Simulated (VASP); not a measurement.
# YB in VASP: notebook

YB is run at these levels: PBEsol; tasks: single point.

All numbers are computed with VASP 6.6.1; they aren't measurements. Logs are shortened: lines on timing, memory, paths and dates and some standing lists are left out, and cuts for length are marked.

### 1 The cell of the first run

Symmetry: Fm-3m, No. 225, cubic system. Conventional cell: a = 5.364 Å, b = 5.364 Å, c = 5.364 Å, α = 90.00°, β = 90.00°, γ = 90.00°. Within 3.5 Å of Y (site symmetry m-3m) lie 6 B at 2.68 Å. B (site symmetry m-3m) has 6 Y at 2.68 Å within 3.5 Å.

### 2 Single point, PBEsol (19.29 Å³/atom)

The input, INCAR:

```
SYSTEM = YB
PREC = Accurate ; ENCUT = 520
EDIFF = 1E-6 ; ISMEAR = 0
SIGMA = 0.05 ; LREAL = .FALSE.
LASPH = .TRUE. ; NELM = 80
ALGO = Normal ; ISIF = 2
LWAVE = .FALSE. ; LCHARG = .FALSE.
GGA = PS ; NBANDS = 14
```

The input, KPOINTS:

```
regular mesh
0
G
  10 10 10
  0 0 0
```

The input, POSCAR:

```
YB
1.0
    0.0000000000      2.6819161012      2.6819161012
    2.6819161012      0.0000000000      2.6819161012
    2.6819161012      2.6819161012      0.0000000000
Y B
1 1
Direct
    0.5000000000      0.5000000000      0.5000000000
    0.0000000000      0.0000000000      0.0000000000
```

Potentials or basis: VASP PAW PBE potentials, release 64 (Y_sv, B).

Launch:

```bash
$ cat potpaw_PBE.64/Y_sv/POTCAR potpaw_PBE.64/B/POTCAR > POTCAR
$ mpirun -np 1 vasp_std > vasp.out
```

OUTCAR:

```text
SYSTEM = YB
   PREC = Accurate
   ENCUT = 520
   EDIFF = 1E-6
   ISMEAR = 0
   LREAL = .FALSE.
   LASPH = .TRUE.
   NELM = 80
   ISIF = 2
   GGA = PS

 ion  position               nearest neighbor table
   1  0.500  0.500  0.500-   2 2.68   2 2.68   2 2.68   2 2.68   2 2.68   2 2.68
   2  0.000  0.000  0.000-   1 2.68   1 2.68   1 2.68   1 2.68   1 2.68   1 2.68

  LATTYP: Found a face centered cubic cell.
 ALAT       =     5.3638322024

  Lattice vectors:

 A1 = (   0.0000000000,   2.6819161012,   2.6819161012)
 A2 = (   2.6819161012,   0.0000000000,   2.6819161012)
 A3 = (   2.6819161012,   2.6819161012,   0.0000000000)

Analysis of symmetry for initial positions (statically):
=====================================================================
 Subroutine PRICEL returns:
 Original cell was already a primitive cell.

 Routine SETGRP: Setting up the symmetry group for a
 face centered cubic supercell.

 Subroutine GETGRP returns: Found 48 space group operations
 (whereof 48 operations were pure point group operations)
 out of a pool of 48 trial point group operations.

The static configuration has the point symmetry O_h .

Analysis of symmetry for dynamics (positions and initial velocities):
=====================================================================
 Subroutine PRICEL returns:
 Original cell was already a primitive cell.

 Routine SETGRP: Setting up the symmetry group for a
 face centered cubic supercell.

 Subroutine GETGRP returns: Found 48 space group operations
 (whereof 48 operations were pure point group operations)
 out of a pool of 48 trial point group operations.

The dynamic configuration has the point symmetry O_h .

 Subroutine INISYM returns: Found 48 space group operations
 (whereof 48 operations are pure point group operations),
 and found     1 'primitive' translations

----------------------------------------------------------------------------------------

                                     Primitive cell

  volume of cell :      38.5803

  direct lattice vectors                    reciprocal lattice vectors
     0.000000000  2.681916101  2.681916101    -0.186433871  0.186433871  0.186433871
     2.681916101  0.000000000  2.681916101     0.186433871 -0.186433871  0.186433871
     2.681916101  2.681916101  0.000000000     0.186433871  0.186433871 -0.186433871

  length of vectors
     3.792802123  3.792802123  3.792802123     0.322912937  0.322912937  0.322912937

  position of ions in fractional coordinates (direct lattice)
     0.500000000  0.500000000  0.500000000
     0.000000000  0.000000000  0.000000000

  ion indices of the primitive-cell ions
   primitive index   ion index
                 1           1
                 2           2

----------------------------------------------------------------------------------------

 KPOINTS: regular mesh

Automatic generation of k-mesh.
 Grid dimensions read from file:
 generate k-points for:   10   10   10

 Generating k-lattice:

  Cartesian coordinates                     Fractional coordinates (reciprocal lattice)
    -0.018643387  0.018643387  0.018643387     0.100000000  0.000000000  0.000000000
     0.018643387 -0.018643387  0.018643387     0.000000000  0.100000000  0.000000000
     0.018643387  0.018643387 -0.018643387     0.000000000  0.000000000  0.100000000

  Length of vectors
     0.032291294  0.032291294  0.032291294

  Shift w.r.t. Gamma in fractional coordinates (k-lattice)
     0.000000000  0.000000000  0.000000000

 Subroutine IBZKPT returns following result:
 ===========================================

 Found     47 irreducible k-points:

 Following reciprocal coordinates:
            Coordinates               Weight
  0.000000  0.000000  0.000000      1.000000
  0.100000  0.000000  0.000000      8.000000
  0.200000  0.000000  0.000000      8.000000
  0.300000  0.000000  0.000000      8.000000
  0.400000  0.000000  0.000000      8.000000
  0.500000  0.000000  0.000000      4.000000
[... 16 lines left out ...]
  0.300000  0.300000  0.000000      6.000000
  0.400000  0.300000  0.000000     24.000000
 [... further k-points ...]
   k-points           NKPTS =     47   k-points in BZ     NKDIM =     47   number of bands    NBANDS=     14
   number of dos      NEDOS =    301   number of ions     NIONS =      2
   total plane-waves  NPLWV =  21952
   dimension x,y,z NGX =    28 NGY =   28 NGZ =   28
   dimension x,y,z NGXF=    56 NGYF=   56 NGZF=   56
   ions per type =               1   1
   NGX,Y,Z   is equivalent  to a cutoff of  12.27, 12.27, 12.27 a.u.
   NGXF,Y,Z  is equivalent  to a cutoff of  24.55, 24.55, 24.55 a.u.
 SYSTEM =  YB
   PREC   = accura    normal or accurate (medium, high low for compatibility)
   ISTART =      0    job   : 0-new  1-cont  2-samecut
   ICHARG =      2    charge: 1-file 2-atom 10-const
   ISPIN  =      1    spin polarized calculation?
   LNONCOLLINEAR =      F non collinear calculations
   LSORBIT =      F    spin-orbit coupling
   LASPH  =      T    aspherical Exc in radial PAW
   ENCUT  =  520.0 eV  38.22 Ry    6.18 a.u.   7.05  7.05  7.05*2*pi/ulx,y,z
   NELM   =     80;   NELMIN=  2; NELMDL= -5     # of ELM steps
   EDIFF  = 0.1E-05   stopping-criterion for ELM
   LREAL  =      F    real-space projection
   EDIFFG = 0.1E-04   stopping-criterion for IOM
   NSW    =      0    number of steps for IOM
   IBRION =     -1    ionic relax: 0-MD 1-quasi-New 2-CG
   NFREE  =      0    steps in history (QN), initial steepest desc. (CG)
   ISIF   =      2    stress and relaxation
   ISYM   =      2    0-nonsym 1-usesym 2-fastsym
   POTIM  = 0.5000    time-step for ionic-motion
   TEBEG  =    0.0;   TEEND  =   0.0 temperature during run
   PSTRESS=    0.0 pullay stress
   NELECT =      14.0000    total number of electrons
   NUPDOWN=      -1.0000    fix difference up-down
   EMIN   =  10.00;   EMAX   =-10.00  energy-range for DOS
   EFERMI =   0.00;   METHOD = LEGACY
   ISMEAR =     0;   SIGMA  =   0.05  broadening in eV -4-tet -1-fermi 0-gaus
   EFERMI_NEDOS =   21; number of points for ismear=-14 and -15
   IALGO  =     38    algorithm
   IMIX   =      4    mixing-type and parameters
     AMIX     =   0.40;   BMIX     =  1.00
     AMIX_MAG =   1.60;   BMIX_MAG =  1.00
  volume/ion in A,a.u.               =      19.29       130.18
  Fermi-wavevector in a.u.,A,eV,Ry     =   1.167694  2.206621 18.551665  1.363509
  Thomas-Fermi vector in A             =   2.304191
   LORBIT       =      0    0 simple, 1 ext, 2 COOP (PROOUT), +10 PAW based schemes
   GGA     = PS    functional components
   LHFCALC =     F    Hartree Fock is set to
   AEXX    =    0.0000 exact exchange contribution
   IVDW    =     0    specifies the selected vdW correction
   LEPSILON=     F    determine dielectric tensor
   LRPA    =     F    only Hartree local field effects (RPA)
 non-spin polarized calculation
 Gauss-broadening in eV      SIGMA  =   0.05
  energy-cutoff  :      520.00
  volume of cell :       38.58
 maximum number of plane-waves:      1056
   NGX = 15   NGY = 15   NGZ = 15

 number of electron      14.0000001 magnetization

 Free energy of the ion-electron system (eV)
  ---------------------------------------------------
  ext. energy  EPLUGINS =         0.00000000
  ---------------------------------------------------
  free energy    TOTEN  =       -13.21189674 eV

  energy without entropy =      -13.20648275  energy(sigma->0) =      -13.20918974

 E-fermi :   2.6611     XC(G=0): -10.2506

 val. band max:        2.6582432051   @ k =  -0.3000   0.1000   0.0000
 cond. band min:       2.6718498543   @ k =  -0.2000   0.2000   0.0000
 fundamental gap:      0.0136066492
 Fermi energy:         2.6611226362

 k-point     1 :       0.0000    0.0000    0.0000
  band No.  band energies     occupation
      1     -38.5217      2.00000
      2     -18.4074      2.00000
      3     -18.4074      2.00000
      4     -18.4074      2.00000
      5      -4.6035      2.00000
      6       5.2742      0.00000
      7       5.2742      0.00000
      8       5.2742      0.00000
      9       5.3026      0.00000
     10       5.3026      0.00000
     11       5.3026      0.00000
     12       6.6003      0.00000
     13       6.6003      0.00000
     14      10.4593      0.00000

 k-point     2 :       0.1000    0.0000    0.0000
  band No.  band energies     occupation
      1     -38.5183      2.00000
      2     -18.4480      2.00000
      3     -18.4114      2.00000
      4     -18.4114      2.00000
      5      -4.4258      2.00000
      6       4.1414      0.00000
      7       4.4525      0.00000
      8       4.4525      0.00000
      9       5.5937      0.00000
     10       5.5937      0.00000
     11       6.0116      0.00000
     12       7.5041      0.00000
     13       7.5041      0.00000
     14      10.8131      0.00000

 k-point     3 :       0.2000    0.0000    0.0000
  band No.  band energies     occupation
      1     -38.5094      2.00000
      2     -18.5525      2.00000
      3     -18.4219      2.00000
      4     -18.4219      2.00000
      5      -3.9227      2.00000
      6       2.8157      0.00001
      7       3.5243      0.00000
      8       3.5243      0.00000
      9       6.0965      0.00000
     10       6.0965      0.00000
     11       6.4163      0.00000
     12       9.0030      0.00000
     13       9.0030      0.00000
     14      11.5130      0.00000
[... 324 lines left out ...]
 k-point    23 :       0.3000    0.3000    0.0000
  band No.  band energies     occupation
      1     -38.4907      2.00000
      2     -18.6514      2.00000
      3     -18.4993      2.00000
      4     -18.4993      2.00000
      5      -3.1608      2.00000
      6       1.4681      2.00000
      7       3.5753      0.00000
      8       4.0186      0.00000
      9       4.0186      0.00000
     10       7.3864      0.00000
     11       8.6617      0.00000
     12       8.6617      0.00000
     13      10.1869      0.00000
     14      13.6695      0.00000

 k-point    24 :       0.4000    0.3000    0.0000
  band No.  band energies     occupation
      1     -38.4836      2.00000
      2     -18.7029      2.00000
      3     -18.5265      2.00000
      4     -18.5141      2.00000
      5      -2.8884      2.00000
      6       1.4046      2.00000
      7       2.9128      0.00000
      8       3.7921      0.00000
      9       4.4929      0.00000
     10       7.9406      0.00000
     11       8.8486      0.00000
     12       8.9538      0.00000
     13      10.8164      0.00000
     14      12.4185      0.00000

 [... further k-points ...]

------------------------ aborting loop because EDIFF is reached ----------------------------------------

  FORCE on cell =-STRESS in cart. coord.  units (eV):
  Direction    XX          YY          ZZ          XY          YZ          ZX
  --------------------------------------------------------------------------------------
  -------------------------------------------------------------------------------------
  Total       -0.8309920     -0.8309920     -0.8309920      0.0000000     -0.0000000      0.0000000
  in kB      -34.5097550    -34.5097550    -34.5097550      0.0000000     -0.0000000      0.0000000
  external PRESSURE =     -34.5097550 kB  Pullay stress =       0.0000000 kB

 VOLUME and BASIS-vectors are now :
 -----------------------------------------------------------------------------
  energy-cutoff  :      520.00
  volume of cell :       38.58
      direct lattice vectors                 reciprocal lattice vectors
     0.000000000  2.681916101  2.681916101    -0.186433871  0.186433871  0.186433871
     2.681916101  0.000000000  2.681916101     0.186433871 -0.186433871  0.186433871
     2.681916101  2.681916101  0.000000000     0.186433871  0.186433871 -0.186433871

 POSITION                                       TOTAL-FORCE (eV/Angst)
 -----------------------------------------------------------------------------------
      2.68192      2.68192      2.68192        -0.000000     -0.000000      0.000000
      0.00000      0.00000      0.00000         0.000000      0.000000      0.000000
 -----------------------------------------------------------------------------------
    total drift:                                0.000000      0.000000      0.000000

  FREE ENERGIE OF THE ION-ELECTRON SYSTEM (eV)
  ---------------------------------------------------
  free  energy   TOTEN  =       -13.2118967424 eV

  energy  without entropy=      -13.2064827461  energy(sigma->0) =      -13.20918974
```

Run time: 22 s. Hardware: 1 thread of Intel Xeon Platinum 8375C at 2.90GHz (Ice Lake), shared host; peak memory 0.19 GiB.

What came out:

| Quantity | Value |
| --- | --- |
| Free energy | -13.2119 eV |
| Pressure | -3.5 GPa |
| Band gap on the k mesh | zero (bands 7 and 8 overlap by 3.04 eV) |

Levels at points of the mesh, in eV from the Fermi level:
```tsv
k point	band 5	band 6	band 7	band 8	band 9	band 10
(0.00, 0.00, 0.00)	-7.26	2.61	2.61	2.61	2.64	2.64
(0.50, 0.00, 0.00)	-4.41	-2.95	-0.43	-0.43	5.39	5.39
(0.50, 0.50, 0.00)	-5.56	-0.71	0.31	1.55	1.55	5.24
```

Caveat: the cell stands under tension; the PAW data sets were made with another functional, which shifts forces and pressure a little.

### 3 Single point, PBEsol (atom 1 (Y) moved 0.12 Å along x)

The input, INCAR:

```
  PREC = Accurate
  ENCUT = 520
  EDIFF = 1E-6
  ISMEAR = 0
  SIGMA = 0.05
  LREAL = False
  LASPH = True
  NELM = 100
  ALGO = Normal
  ISIF = 2
  LWAVE = False
  LCHARG = True
  GGA = PS
  LELF = True
  LVHAR = True
  NBANDS = 14
```

The input, KPOINTS:

```
Automatic mesh
0
Gamma
  10 10 10
```

The input, POSCAR:

```
YB
1.0
    0.0000000000      2.6470820792      2.6470820792
    2.6470820792      0.0000000000      2.6470820792
    2.6470820792      2.6470820792      0.0000000000
Y B
1 1
Direct
    0.4773335325      0.5226664675      0.5226664675
    0.0000000000      0.0000000000      0.0000000000
```

Potentials or basis: VASP PAW PBE potentials, release 64 (Y_sv, B).

Launch:

```bash
$ cat potpaw_PBE.64/Y_sv/POTCAR potpaw_PBE.64/B/POTCAR > POTCAR
$ mpirun -np 1 vasp_std > vasp.out
```

Wall time 47 s (1 thread of Intel Xeon Platinum 8375C at 2.90GHz (Ice Lake), shared host); peak memory 0.21 GiB.

Results (log left out):

* Free energy: -13.2004 eV
* Pressure: 0.1 GPa
* Largest force: 0.469 eV/Å
* Band gap on the k mesh: zero (bands 7 and 8 overlap by 2.67 eV)

Forces on the atoms (eV/Å):
```
Y   -0.469  0.000  0.000
B    0.469  0.000  0.000
```

Stress tensor (GPa, compression positive):
```
 1.06  0.00  0.00
 0.00 -0.32  0.00
 0.00  0.00 -0.32
```

Levels at points of the mesh, in eV from the Fermi level:
```tsv
k point	band 3	band 4	band 5	band 6	band 7	band 8	band 9	band 10	band 11	band 12
(0.00, 0.00, 0.00)	-20.87	-20.87	-7.34	2.23	2.23	2.48	2.69	3.20	3.20	4.09
(0.50, 0.00, 0.00)	-20.92	-20.92	-4.34	-2.99	-0.45	-0.44	5.57	5.62	6.15	6.46
(0.50, 0.50, 0.00)	-21.04	-21.03	-5.62	-0.63	0.12	1.62	1.82	5.49	6.56	6.57
(0.00, 0.50, 0.50)	-21.03	-21.03	-5.61	-0.61	0.28	1.64	1.64	5.47	6.56	6.56
```

Caveat: the cell differs from its parent crystal (atom 1 (Y) moved 0.12 Å along x); the PAW data sets were made with another functional, which shifts forces and pressure a little.
